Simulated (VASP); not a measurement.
# MgSe: single point with HSE06

Crystal: MgSe.

```
CELL_PARAMETERS angstrom
-0.03886 2.69741 2.69741
2.69741 -0.03886 2.69741
2.69741 2.69741 -0.03886
ATOMIC_POSITIONS crystal
Mg 0.00000 0.00000 0.00000
Se 0.50000 0.50000 0.50000
```

This cell differs from its parent crystal: strain along [111] -2.1%.

```
Program             : VASP 6.6.1
Task                : single point
Functional          : HSE06
Potentials or basis : VASP PAW PBE potentials, release 64 (Mg, Se)
Cutoff              : 520 eV
k mesh              : 6 × 6 × 6
Occupations         : gaussian, width 0.01 eV
Spin                : no spin polarisation
```

The pressure is 0.9 GPa and the band gap on the k mesh is 2.52 eV (least direct gap 3.50 eV).

Stress tensor (GPa, compression positive):
```
0.90 0.67 0.67
0.67 0.90 0.67
0.67 0.67 0.90
```

Levels at points of the mesh, in eV from the valence-band top:
| k point | band 2 | band 3 | band 4 | band 5 | band 6 | band 7 |
| --- | --- | --- | --- | --- | --- | --- |
| (0.00, 0.00, 0.00) | -0.21 | -0.21 | 0.00 | 3.50 | 8.17 | 8.17 |
| (0.50, 0.00, 0.00) | -5.61 | -0.81 | -0.70 | 4.66 | 6.95 | 7.14 |
| (0.50, 0.50, 0.00) | -4.86 | -2.21 | -2.02 | 2.52 | 4.64 | 13.01 |
| (0.50, 0.50, 0.50) | -5.52 | -0.89 | -0.89 | 4.46 | 6.82 | 6.82 |

Run time: 32 min on 1 thread of AMD EPYC 7R43 64-Core Processor (Zen 3), on a shared host, peak memory 0.26 GiB.

Caveat: the cell differs from its parent crystal (strain along [111] -2.1%); the PAW data sets were made with another functional, which shifts forces and pressure a little. A k mesh can miss the band edges.
